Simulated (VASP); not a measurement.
# Ta (Im-3m) in VASP: single point with PBEsol

Aim: the single point of Ta with PBEsol.

Program: VASP 6.6.1. These are calculated values, not measurements. Logs are shortened: lines on timing, memory, paths and dates and some standing lists are left out, and cuts for length are marked.

### 1 The cell of the first run

Symmetry: Im-3m, No. 229, cubic system. Conventional cell: a = 3.303 Å, b = 3.303 Å, c = 3.303 Å, α = 90.00°, β = 90.00°, γ = 90.00°. Ta (site symmetry m-3m) has 14 Ta at 2.86 to 3.30 Å within 3.8 Å.

### 2 Single point, PBEsol

INCAR

```
SYSTEM = Ta
ALGO     = Fast           ! electronic algorithm
EDIFF    = 1E-6           ! SCF threshold, eV
ENCUT    = 520            ! plane-wave cutoff, eV
GGA      = PS             ! functional
ISIF     = 2              ! what is computed and relaxed
ISMEAR   = 0              ! smearing method
LASPH    = .TRUE.         ! aspherical terms in the spheres
LCHARG   = .FALSE.        ! write CHGCAR
LREAL    = .FALSE.        ! projectors in reciprocal space
LWAVE    = .FALSE.        ! write WAVECAR
NBANDS   = 18             ! bands
NELM     = 80             ! most SCF steps
PREC     = Accurate       ! precision mode
SIGMA    = 0.15           ! smearing width, eV
```

KPOINTS

```
k-points
0
G
  18 18 10
  0 0 0
```

POSCAR

```
Ta
1.0
   -1.6512800000      1.6512800000      1.6512800000
    1.6512800000     -1.6512800000      1.6512800000
    3.3025600000      3.3025600000      0.0000000000
Ta
2
Direct
    0.0000000000      0.0000000000      0.0000000000
    0.5000000000      0.5000000000      0.5000000000
```

Potentials or basis: VASP PAW PBE potentials, release 64 (Ta_pv).

Launch:

```
cat potpaw_PBE.64/Ta_pv/POTCAR > POTCAR
mpirun -np 1 vasp_std > vasp.out
```

OUTCAR:

```text
SYSTEM = Ta
   EDIFF = 1E-6
   ENCUT = 520
   GGA = PS
   ISIF = 2
   ISMEAR = 0
   LASPH = .TRUE.
   LREAL = .FALSE.
   NELM = 80
   PREC = Accurate

 ion  position               nearest neighbor table
   1  0.000  0.000  0.000-   2 2.86   2 2.86   2 2.86   2 2.86   2 3.30   2 3.30   2 3.30   2 3.30

   2  0.500  0.500  0.500-   1 2.86   1 2.86   1 2.86   1 2.86   1 3.30   1 3.30   1 3.30   1 3.30

  LATTYP: Found a base centered orthorhombic cell.
 ALAT       =     3.3025600000
 B/A-ratio  =     1.4142135624
 C/A-ratio  =     1.4142135624

  Lattice vectors:

 A1 = (  -1.6512800000,   1.6512800000,   1.6512800000)
 A2 = (   1.6512800000,  -1.6512800000,   1.6512800000)
 A3 = (   3.3025600000,   3.3025600000,   0.0000000000)

Analysis of symmetry for initial positions (statically):
=====================================================================
 Subroutine PRICEL returns following result:

  LATTYP: Found a body centered cubic cell.
 ALAT       =     3.3025600000

  Lattice vectors:

 A1 = (  -1.6512800000,   1.6512800000,  -1.6512800000)
 A2 = (  -1.6512800000,  -1.6512800000,   1.6512800000)
 A3 = (   1.6512800000,   1.6512800000,   1.6512800000)

   2 primitive cells build up your supercell.

 Routine SETGRP: Setting up the symmetry group for a
 base centered orthorhombic supercell.

 Subroutine GETGRP returns: Found  8 space group operations
 (whereof  8 operations were pure point group operations)
 out of a pool of  8 trial point group operations.

The static configuration has the point symmetry D_2h.

Analysis of symmetry for dynamics (positions and initial velocities):
=====================================================================
 Subroutine PRICEL returns following result:

  LATTYP: Found a body centered cubic cell.
 ALAT       =     3.3025600000

  Lattice vectors:

 A1 = (  -1.6512800000,   1.6512800000,  -1.6512800000)
 A2 = (  -1.6512800000,  -1.6512800000,   1.6512800000)
 A3 = (   1.6512800000,   1.6512800000,   1.6512800000)

   2 primitive cells build up your supercell.

 Routine SETGRP: Setting up the symmetry group for a
 base centered orthorhombic supercell.

 Subroutine GETGRP returns: Found  8 space group operations
 (whereof  8 operations were pure point group operations)
 out of a pool of  8 trial point group operations.
[... 93 lines left out ...]
   ISPIN  =      1    spin polarized calculation?
   LNONCOLLINEAR =      F non collinear calculations
   LSORBIT =      F    spin-orbit coupling
   LASPH  =      T    aspherical Exc in radial PAW
   ENCUT  =  520.0 eV  38.22 Ry    6.18 a.u.   5.32  5.32  8.68*2*pi/ulx,y,z
   NELM   =     80;   NELMIN=  2; NELMDL= -5     # of ELM steps
   EDIFF  = 0.1E-05   stopping-criterion for ELM
   LREAL  =      F    real-space projection
   EDIFFG = 0.1E-04   stopping-criterion for IOM
   NSW    =      0    number of steps for IOM
   IBRION =     -1    ionic relax: 0-MD 1-quasi-New 2-CG
   NFREE  =      0    steps in history (QN), initial steepest desc. (CG)
   ISIF   =      2    stress and relaxation
   ISYM   =      2    0-nonsym 1-usesym 2-fastsym
   POTIM  = 0.5000    time-step for ionic-motion
   TEBEG  =    0.0;   TEEND  =   0.0 temperature during run
   PSTRESS=    0.0 pullay stress
   NELECT =      22.0000    total number of electrons
   NUPDOWN=      -1.0000    fix difference up-down
   EMIN   =  10.00;   EMAX   =-10.00  energy-range for DOS
   EFERMI =   0.00;   METHOD = LEGACY
   ISMEAR =     0;   SIGMA  =   0.15  broadening in eV -4-tet -1-fermi 0-gaus
   EFERMI_NEDOS =   21; number of points for ismear=-14 and -15
   IALGO  =     68    algorithm
   IMIX   =      4    mixing-type and parameters
     AMIX     =   0.40;   BMIX     =  1.00
     AMIX_MAG =   1.60;   BMIX_MAG =  1.00
  volume/ion in A,a.u.               =      18.01       121.54
  Fermi-wavevector in a.u.,A,eV,Ry     =   1.388988  2.624806 26.249534  1.929286
  Thomas-Fermi vector in A             =   2.513061
   LORBIT       =      0    0 simple, 1 ext, 2 COOP (PROOUT), +10 PAW based schemes
   GGA     = PS    functional components
   LHFCALC =     F    Hartree Fock is set to
   AEXX    =    0.0000 exact exchange contribution
   IVDW    =     0    specifies the selected vdW correction
   LEPSILON=     F    determine dielectric tensor
   LRPA    =     F    only Hartree local field effects (RPA)
 non-spin polarized calculation
 RMM-DIIS sequential band-by-band and
 Gauss-broadening in eV      SIGMA  =   0.15
  energy-cutoff  :      520.00
  volume of cell :       36.02
 maximum number of plane-waves:       992
 NGX is ok and might be reduce to    24
   NGX = 11   NGY = 11   NGZ = 17

 number of electron      22.0000001 magnetization

 Free energy of the ion-electron system (eV)
  ---------------------------------------------------
  ext. energy  EPLUGINS =         0.00000000
  ---------------------------------------------------
  free energy    TOTEN  =       -25.10975943 eV

  energy without entropy =      -25.08059310  energy(sigma->0) =      -25.09517626

 E-fermi :   5.3218     XC(G=0): -12.7286

 val. band max:        5.3215006669   @ k =   0.3889   0.0000   0.2000
 cond. band min:       5.3241753363   @ k =  -0.3333   0.3333   0.0000
 fundamental gap:      0.0026746694
 Fermi energy:         5.3217578070

 k-point     1 :       0.0000    0.0000    0.0000
  band No.  band energies     occupation
      1     -28.8838      2.00000
      2     -28.0854      2.00000
      3     -27.7112      2.00000
      4     -27.7038      2.00000
      5     -27.7034      2.00000
      6     -27.7031      2.00000
[... 481 lines left out ...]
      5     -27.7622      2.00000
      6     -27.7422      2.00000
[... 10 lines left out ...]
     17      10.6958      0.00000
     18      14.7845      0.00000

 [... further k-points ...]

------------------------ aborting loop because EDIFF is reached ----------------------------------------

  FORCE on cell =-STRESS in cart. coord.  units (eV):
  Direction    XX          YY          ZZ          XY          YZ          ZX
  --------------------------------------------------------------------------------------
  -------------------------------------------------------------------------------------
  Total       -0.8428619     -0.8428619     -0.8500607      0.0315991      0.0000000      0.0000000
  in kB      -37.4899506    -37.4899506    -37.8101458      1.4055075      0.0000000      0.0000000
  external PRESSURE =     -37.5966824 kB  Pullay stress =       0.0000000 kB

 VOLUME and BASIS-vectors are now :
 -----------------------------------------------------------------------------
  energy-cutoff  :      520.00
  volume of cell :       36.02
      direct lattice vectors                 reciprocal lattice vectors
    -1.651280000  1.651280000  1.651280000    -0.151397704  0.151397704  0.302795407
     1.651280000 -1.651280000  1.651280000     0.151397704 -0.151397704  0.302795407
     3.302560000  3.302560000  0.000000000     0.151397704  0.151397704  0.000000000

 POSITION                                       TOTAL-FORCE (eV/Angst)
 -----------------------------------------------------------------------------------
      0.00000      0.00000      0.00000         0.000000      0.000000      0.000000
      1.65128      1.65128      1.65128        -0.000000     -0.000000     -0.000000
 -----------------------------------------------------------------------------------
    total drift:                               -0.000000     -0.000000      0.000000

  FREE ENERGIE OF THE ION-ELECTRON SYSTEM (eV)
  ---------------------------------------------------
  free  energy   TOTEN  =       -25.1097594303 eV

  energy  without entropy=      -25.0805930992  energy(sigma->0) =      -25.09517626
```

It took 16 min on 1 thread of AMD EPYC, shared host; peak memory 0.35 GiB.

Results:

- Free energy: -25.1098 eV
- Pressure: -3.8 GPa
- Band gap on the k mesh: zero (bands 11 and 12 overlap by 2.99 eV)

Caveat: the cell stands under tension; the PAW data sets were made with another functional, which shifts forces and pressure a little; spin-orbit coupling is left out, which moves the levels of the heavy elements.
